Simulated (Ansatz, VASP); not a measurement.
NbTe in VASP and in Ansatz

Contents of INCAR:

```
SYSTEM = NbTe
ALGO     = Normal         ! electronic algorithm
EDIFF    = 1E-6           ! SCF threshold, eV
ENCUT    = 520            ! plane-wave cutoff, eV
GGA      = PE             ! functional
ISIF     = 2              ! what is computed and relaxed
ISMEAR   = 0              ! smearing method
ISPIN    = 2              ! spin polarisation
LASPH    = .True.         ! aspherical terms in the spheres
LCHARG   = .False.        ! write CHGCAR
LMAXMIX  = 4              ! l up to which the mixer works
LORBIT   = 11             ! projections on sites
LREAL    = .False.        ! projectors in reciprocal space
LWAVE    = .False.        ! write WAVECAR
MAGMOM   = 0.05 0         ! initial moments
NBANDS   = 20             ! bands
NELM     = 150            ! most SCF steps
PREC     = Accurate       ! precision mode
SIGMA    = 0.05           ! smearing width, eV
```

The input KPOINTS:

```
k-points
0
Gamma
  6 6 6
  0 0 0
```

The input POSCAR:

```
NbTe
1.0
    0.0000000000      2.8428240412      2.8428240412
    2.8428240412      0.0000000000      2.8428240412
    2.8428240412      2.8428240412      0.0000000000
Nb Te
1 1
Direct
    0.5000000000      0.5000000000      0.5000000000
    0.0000000000      0.0000000000      0.0000000000
```

Input for Ansatz:

```yaml
crystal:
  lattice:
    - [0.0, 2.8428240412, 2.8428240412]
    - [2.8428240412, 0.0, 2.8428240412]
    - [2.8428240412, 2.8428240412, 0.0]
  atoms:
    - { symbol: Nb, position: [0.5, 0.5, 0.5], spin: 0.05 }
    - { symbol: Te, position: [0.0, 0.0, 0.0] }
basis:
  ecutwfc: 420
  ecutrho_ratio: 4
kpoints:
  mp_grid: { grid: [6, 6, 6] }
hamiltonian:
  xc: pbe
scf:
  occupations: { method: gaussian, width: 0.05 }
output:
  forces: true
  stress: true
  eigenvalues: true
  populations: true
magnetization:
  spin_polarized: true
```

Alike in both runs: task single point; functional PBE; k mesh 6 × 6 × 6; occupations gaussian, width 0.05 eV; collinear spin.

|  | VASP | Ansatz |
| --- | --- | --- |
| version | VASP 6.6.1 | Ansatz 0.2.0 |
| potentials or method | VASP PAW PBE potentials, release 64 (Nb_sv, Te), cutoff 520 eV | scalar-relativistic, plane waves, PAW |
| valence electrons in the cell | 19 | 29 |

```tsv
	VASP	Ansatz	Ansatz less VASP
gap on the k mesh at the Fermi level (eV)	none	none	-
pressure (GPa)	-0.2	0.0	+0.18
net moment per atom (μB)	0.00	0.00	0.000
```

A gap of «none» marks a metal or a gap that the smearing closes. With one functional, cell and mesh, what is left measures potentials, basis and numerics. VASP's potentials hold 19 valence electrons a cell and Ansatz's 29, so a difference there can come from the potentials and not from the codes. Ansatz's warnings: filled band counts differ across k points, seeded moment not kept.

Spin-orbit coupling is off throughout.
